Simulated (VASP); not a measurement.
Runs of VASP 6.6.1 on HfTi3N4. The structure is that of space group Pm-3m (No. 221), or close to it. The cells are those of the table. 

| task | spin | cell | k mesh | cutoff (eV) | gap on the mesh (eV) | pressure (GPa) | moment (μB) |
| --- | --- | --- | --- | --- | --- | --- | --- |
| single point | collinear, ferromagnetic start | a = 4.343 Å, 8 atoms | 4 × 4 × 4 | 520 | none | (a) | 0.00 |
| relaxation of cell and atoms | off | relaxed from a = 4.343 Å, 8 atoms | 10 × 10 × 10 | 600 | none | 0.0 | - |
| single point | off | a = 4.342 Å, 8 atoms | 10 × 10 × 10 | 520 | none | -0.3 | - |
| single point | collinear, ferromagnetic start | a = 4.696 Å, 8 atoms | 4 × 4 × 4 | 520 | none | -38.5 | 0.00 |

Alike in all rows: level PBE; potentials or basis VASP PAW PBE potentials, release 64 (Hf_pv, Ti_sv, N); smearing gaussian 0.1 eV.

Fill in the values left out.

(a) -0.8.

Caveats: some runs use coarse meshes; spin-orbit coupling is left out, which moves the levels of the heavy elements.

A k mesh can miss the band edges, and the runs leave out spin-orbit coupling on Hf.

A gap of «none» marks levels without a gap at the run's occupations.
